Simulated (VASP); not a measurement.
The system is Te.

```
Te
1.0
     4.20790    0.00000    0.00000
    -2.10395    3.64415    0.00000
     0.00000    0.00000    5.94875
Te
3
Direct
  0.28447 0.00000 0.33333
  0.00000 0.28447 0.66667
  0.71553 0.71553 0.00000
```

This cell differs from its parent crystal: biaxial xy strain -5.9%.

Base run:

```yaml
Program: VASP 6.6.1
Functional: PBE
Potentials_or_basis: VASP PAW PBE potentials, release 64 (Te)
Cutoff: 520 eV
k_mesh: 6 × 6 × 4
Occupations: fermi-dirac, width 0.02 eV
Spin: no spin polarisation
```

Its results: band gap on the k mesh zero (filled and empty bands touch); pressure 5.7 GPa; largest force 0.179 eV/Å.

The run is repeated on the same cell with these changes: functional from PBE to r2SCAN; further incar settings from ALGO = Normal; EDIFF = 1e-06; NBANDS = 16 to ALGO = Normal; EDIFF = 1e-07; NBANDS = 16. What comes out?

Band gap on the k mesh 0.05 eV; pressure 5.3 GPa; largest force 0.011 eV/Å.

Caveats: the cell stands under pressure; spin-orbit coupling is left out, which moves the levels of the heavy elements; the PAW data sets were made with another functional, which shifts forces and pressure a little (at least some runs).

A k mesh can miss the band edges.
